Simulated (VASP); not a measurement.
Wanted: the native input for a VASP 6.6.1 run.

```yaml
Task: single point
Functional: LDA
Potentials_or_basis: VASP PAW LDA potentials, release 64 (Ga_d, N)
Cutoff: 600 eV
k_mesh: 7 × 7 × 7
Occupations: gaussian, width 0.01 eV
Spin: no spin polarisation
Dipole_correction: no
Further_INCAR_settings: ALGO = Normal; EDIFF = 1e-06; NBANDS = 16
```

The structure of GaN lies in POSCAR:

```
GaN
1.0
    0.0000000000      2.1352350000      2.1352350000
    2.1352350000      0.0000000000      2.1352350000
    2.1352350000      2.1352350000      0.0000000000
Ga N
1 1
Direct
    0.0000000000      0.0000000000      0.0000000000
    0.5000000000      0.5000000000      0.5000000000
```

These files were run (other wordings do the same):

INCAR

```
SYSTEM = GaN
ALGO = Normal
EDIFF = 1E-6
ENCUT = 600
GGA_COMPAT = .False.
ISIF = 2
ISMEAR = 0
LASPH = .True.
LCHARG = .False.
LREAL = .False.
LWAVE = .False.
NBANDS = 16
NELM = 120
PREC = Accurate
SIGMA = 0.01
```

KPOINTS

```
k-points
0
Gamma
  7 7 7
  0 0 0
```

Potentials or basis: VASP PAW LDA potentials, release 64 (Ga_d, N).

Run with:

```bash
$ cat potpaw_LDA.64/Ga_d/POTCAR potpaw_LDA.64/N/POTCAR > POTCAR
$ mpirun -np 1 vasp_std > vasp.out
```

It gave:

```yaml
Pressure: -12.8 GPa
Band_gap_on_the_k_mesh: 0.63 eV (least direct gap 2.44 eV)
```

Caveat: the cell stands under tension; an odd mesh through Γ misses points on the zone boundary, where band edges can lie.

Wall time 2.8 s on 1 thread of Intel(R) Xeon(R) 6975P-C (Granite Rapids) (shared host), peak memory 0.13 GiB.
